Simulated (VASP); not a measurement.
**BaZrO3: single point with PBE**

The system is BaZrO3.

```xyz
5
Lattice="4.1494 0.0000 0.0000 0.0000 4.1494 0.0000 0.0000 0.0000 4.2764" Properties=species:S:1:pos:R:3 pbc="T T T"
Ba    0.0000    0.0000    0.0000
Zr    2.0747    2.0747    2.1382
O     0.0000    2.0747    2.1382
O     2.0747    0.0000    2.1382
O     2.0747    2.0747    0.0000
```

```json
{
  "Program": "VASP 6.6.1",
  "Task": "single point",
  "Functional": "PBE",
  "Potentials or basis": "VASP PAW PBE potentials, release 64 (Ba_sv, Zr_sv, O)",
  "Cutoff": "520 eV",
  "k mesh": "6 × 6 × 6",
  "Occupations": "gaussian, width 0.05 eV",
  "Spin": "no spin polarisation"
}
```

```yaml
Pressure: 5.3 GPa
Band_gap_on_the_k_mesh: 3.12 eV, indirect (least direct gap 3.35 eV)
```

Stress tensor (GPa, compression positive):
```
7.67 0.00 0.00
0.00 7.67 0.00
0.00 0.00 0.67
```

Levels at points of the mesh, in eV from the valence-band top:
```
           k point  band 17  band 18  band 19  band 20  band 21  band 22  band 23  band 24
(0.00, 0.00, 0.00)    -0.97    -0.30    -0.23    -0.23     3.12     3.12     3.25     4.50
(0.50, 0.00, 0.00)    -1.81    -1.70    -0.52    -0.47     3.59     5.78     5.81     6.49
(0.50, 0.50, 0.00)    -0.89    -0.83    -0.83    -0.06     5.73     5.73     6.37     6.64
(0.00, 0.00, 0.50)    -1.56    -1.56    -0.46    -0.46     3.64     5.45     5.45     6.16
(0.50, 0.00, 0.50)    -1.03    -1.03    -0.78    -0.14     5.45     5.77     6.34     6.49
(0.50, 0.50, 0.50)    -2.50    -0.05    -0.05     0.00     5.88     5.88     6.06     6.90
```

It took 56 s on 1 thread of Intel Xeon 6975P-C, with other jobs on the host, peak memory 0.23 GiB.

Caveat: spin-orbit coupling is left out, which moves the levels of the heavy elements. A k mesh can miss the band edges.
